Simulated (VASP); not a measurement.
# Si (Fd-3m) in VASP: dielectric tensor with PBE

Aim: the dielectric tensor of Si with PBE.

Everything below comes from runs of VASP 6.6.1. Logs are shortened: lines on timing, memory, paths and dates and some standing lists are left out, and cuts for length are marked.

## (1) The cell of the first run

The structure is cubic, space group Fd-3m (No. 227). Conventional cell: a = 5.427 Å, b = 5.427 Å, c = 5.427 Å, α = 90.00°, β = 90.00°, γ = 90.00°. Within 3.1 Å of Si (site symmetry -43m) lie 4 Si at 2.35 Å.

## (2) Dielectric tensor, PBE

Contents of INCAR:

```
PREC = Accurate
ENCUT = 400
EDIFF = 1E-8
ISMEAR = 0
SIGMA = 0.01
LREAL = False
LASPH = True
NELM = 120
ALGO = Normal
ISIF = 2
LWAVE = False
LCHARG = False
GGA = PE
LEPSILON = True
GGA_COMPAT = False
```

Contents of KPOINTS:

```
Automatic mesh
0
Gamma
  8 8 8
```

Contents of POSCAR:

```
Si
1.0
    0.0000000000      2.7135600000      2.7135600000
    2.7135600000      0.0000000000      2.7135600000
    2.7135600000      2.7135600000      0.0000000000
Si
2
Direct
    0.7500000000      0.7500000000      0.7500000000
    0.5000000000      0.5000000000      0.5000000000
```

Potentials or basis: VASP PAW PBE potentials, release 64 (Si).

Launch:

```
$ cat potpaw_PBE.64/Si/POTCAR > POTCAR
$ mpirun -np 1 vasp_std > vasp.out
```

OUTCAR:

```text
PREC = Accurate
   ENCUT = 400
   EDIFF = 1E-8
   ISMEAR = 0
   LREAL = False
   LASPH = True
   NELM = 120
   ISIF = 2
   GGA = PE
   LEPSILON = True

 ion  position               nearest neighbor table
   1  0.750  0.750  0.750-   2 2.35   2 2.35   2 2.35   2 2.35
   2  0.500  0.500  0.500-   1 2.35   1 2.35   1 2.35   1 2.35

  LATTYP: Found a face centered cubic cell.
 ALAT       =     5.4271200000

  Lattice vectors:

 A1 = (   0.0000000000,   2.7135600000,   2.7135600000)
 A2 = (   2.7135600000,   0.0000000000,   2.7135600000)
 A3 = (   2.7135600000,   2.7135600000,   0.0000000000)

Analysis of symmetry for initial positions (statically):
=====================================================================
 Subroutine PRICEL returns:
 Original cell was already a primitive cell.

 Routine SETGRP: Setting up the symmetry group for a
 face centered cubic supercell.

 Subroutine GETGRP returns: Found 48 space group operations
 (whereof 24 operations were pure point group operations)
 out of a pool of 48 trial point group operations.

The static configuration has the point symmetry T_d .
 The point group associated with its full space group is O_h .

Analysis of symmetry for dynamics (positions and initial velocities):
=====================================================================
 Subroutine PRICEL returns:
 Original cell was already a primitive cell.

 Routine SETGRP: Setting up the symmetry group for a
 face centered cubic supercell.

 Subroutine GETGRP returns: Found 48 space group operations
 (whereof 24 operations were pure point group operations)
 out of a pool of 48 trial point group operations.

The dynamic configuration has the point symmetry T_d .
 The point group associated with its full space group is O_h .

 Subroutine INISYM returns: Found 48 space group operations
 (whereof 24 operations are pure point group operations),
 and found     1 'primitive' translations

----------------------------------------------------------------------------------------

                                     Primitive cell

  volume of cell :      39.9621
[... 419 lines left out ...]
     2.713560000  0.000000000  2.713560000     0.184259792 -0.184259792  0.184259792
     2.713560000  2.713560000  0.000000000     0.184259792  0.184259792 -0.184259792

 POSITION                                       TOTAL-FORCE (eV/Angst)
 -----------------------------------------------------------------------------------
      4.07034      4.07034      4.07034         0.000000      0.000000      0.000000
      2.71356      2.71356      2.71356        -0.000000     -0.000000     -0.000000
 -----------------------------------------------------------------------------------
    total drift:                                0.000000      0.000000     -0.000000

  FREE ENERGIE OF THE ION-ELECTRON SYSTEM (eV)
  ---------------------------------------------------
  free  energy   TOTEN  =       -10.8397412680 eV

  energy  without entropy=      -10.8397412680  energy(sigma->0) =      -10.83974127

 HEAD OF MICROSCOPIC STATIC DIELECTRIC TENSOR (INDEPENDENT PARTICLE, excluding Hartree and local field effects)
 ------------------------------------------------------
          14.637159     0.000000     0.000000
           0.000000    14.637159     0.000000
           0.000000     0.000000    14.637159
 ------------------------------------------------------

 Free energy of the ion-electron system (eV)
  ---------------------------------------------------
  ---------------------------------------------------
  free energy    TOTEN  =        -1.53981893 eV

  energy without entropy =       -1.53981893

------------------------ aborting loop because EDIFF is reached ----------------------------------------

--------------------------------------- Ionic step        2  -------------------------------------------

------------------------ aborting loop because EDIFF is reached ----------------------------------------

--------------------------------------- Ionic step        3  -------------------------------------------

 Free energy of the ion-electron system (eV)
  ---------------------------------------------------
  ---------------------------------------------------
  free energy    TOTEN  =        -1.53981886 eV

  energy without entropy =       -1.53981886

------------------------ aborting loop because EDIFF is reached ----------------------------------------

 PIEZOELECTRIC TENSOR FIELD DIRECTION 3  (e Angst)
 -----------------------------------------------------------------------------
     0.00260 -0.00000  0.00000           (  0.00001  0.00000  0.00000)
    -0.00000  0.00260  0.00000           (  0.00000  0.00001  0.00000)
     0.00000  0.00000 -0.00880           (  0.00000  0.00000 -0.00000)

 PIEZOELECTRIC TENSOR FIELD DIRECTION 3  (C/m^2)
 -----------------------------------------------------------------------------
     0.00104 -0.00000  0.00000
    -0.00000  0.00104  0.00000
     0.00000  0.00000 -0.00353

 MACROSCOPIC STATIC DIELECTRIC TENSOR (including local field effects in DFT)
 ------------------------------------------------------
          14.013047    -0.000000    -0.000000
          -0.000000    14.013047     0.000000
           0.000000    -0.000000    14.013047
 ------------------------------------------------------

 PIEZOELECTRIC TENSOR (including local field effects)  for field in x, y, z        (e  Angst)
          XX          YY          ZZ          XY          YZ          ZX
  --------------------------------------------------------------------------------
  x     0.00000     0.00000     0.00000     0.00000     0.00000    -0.00000
  y     0.00000     0.00000    -0.00000     0.00000     0.00000     0.00000
  z     0.00000     0.00000    -0.00000     0.00000     0.00000     0.00000

 PIEZOELECTRIC TENSOR (including local field effects)  for field in x, y, z        (C/m^2)
          XX          YY          ZZ          XY          YZ          ZX
  --------------------------------------------------------------------------------
  x     0.00000     0.00000     0.00000     0.00000     0.00000    -0.00000
  y     0.00000     0.00000    -0.00000     0.00000     0.00000     0.00000
  z     0.00000     0.00000    -0.00000     0.00000     0.00000     0.00000

 BORN EFFECTIVE CHARGES (including local field effects) (in |e|, cummulative output)
 ---------------------------------------------------------------------------------
 ion    1
    1     0.00000     0.00000     0.00000
    2     0.00000     0.00000     0.00000
    3     0.00000     0.00000     0.00000
 ion    2
    1    -0.00000     0.00000     0.00000
    2     0.00000    -0.00000     0.00000
    3     0.00000     0.00000    -0.00000
```

OSZICAR:

```text
N       E                     dE             d eps       ncg     rms          rms(c)
DAV:   1     0.657976481285E+01    0.65798E+01   -0.28340E+03   464   0.643E+02
DAV:   2    -0.108075560526E+02   -0.17387E+02   -0.16608E+02   760   0.793E+01
[... 12 lines left out ...]
RMM:   6    -0.153887692631E+01   -0.10279E-02   -0.31580E-05  1530   0.415E-02    0.185E-02
RMM:   7    -0.153975166207E+01   -0.87474E-03   -0.13056E-05  1476   0.286E-02    0.191E-03
RMM:   8    -0.153981530379E+01   -0.63642E-04   -0.31100E-07  1593   0.353E-03    0.643E-04
RMM:   9    -0.153981709935E+01   -0.17956E-05   -0.48292E-08  1530   0.175E-03    0.297E-04
RMM:  10    -0.153981893369E+01   -0.18343E-05   -0.16651E-08  1482   0.311E-04    0.544E-05
RMM:  11    -0.153981847736E+01    0.45633E-06    0.70712E-08   942   0.583E-05    0.161E-05
RMM:  12    -0.153981886196E+01   -0.38460E-06    0.28315E-11   594   0.467E-05    0.170E-06
```

Wall time 42 s (1 thread of Intel Xeon 6975P-C (Granite Rapids), shared host); peak memory 0.17 GiB.

What came out:

| Item | Value |
| --- | --- |
| Band gap on the k mesh | 0.61 eV, indirect (least direct gap 2.57 eV) |
| Electronic dielectric tensor (diagonal) | 14.01 |
| Born charges (mean of the diagonal) | Si +0.00 e |

Levels at points of the mesh, in eV from the valence-band top:
```csv
k point,band 1,band 2,band 3,band 4,band 5,band 6,band 7,band 8
"(0.00, 0.00, 0.00)",-11.97,0.00,0.00,0.00,2.57,2.57,2.57,3.40
"(0.50, 0.00, 0.00)",-9.63,-6.98,-1.20,-1.20,1.55,3.34,3.34,7.73
"(0.50, 0.50, 0.00)",-7.82,-7.82,-2.85,-2.85,0.71,0.71,10.13,10.13
```

Electronic dielectric tensor:
```
14.01  0.00  0.00
 0.00 14.01  0.00
 0.00  0.00 14.01
```

Born effective charge tensors (e):
atom 1, Si
```
0.00 0.00 0.00
0.00 0.00 0.00
0.00 0.00 0.00
```
atom 2, Si
```
0.00 0.00 0.00
0.00 0.00 0.00
0.00 0.00 0.00
```

Caveat: the gap is small at this level, which inflates the dielectric constant. PBE gaps usually lie below the measured ones, often by a third to a half.
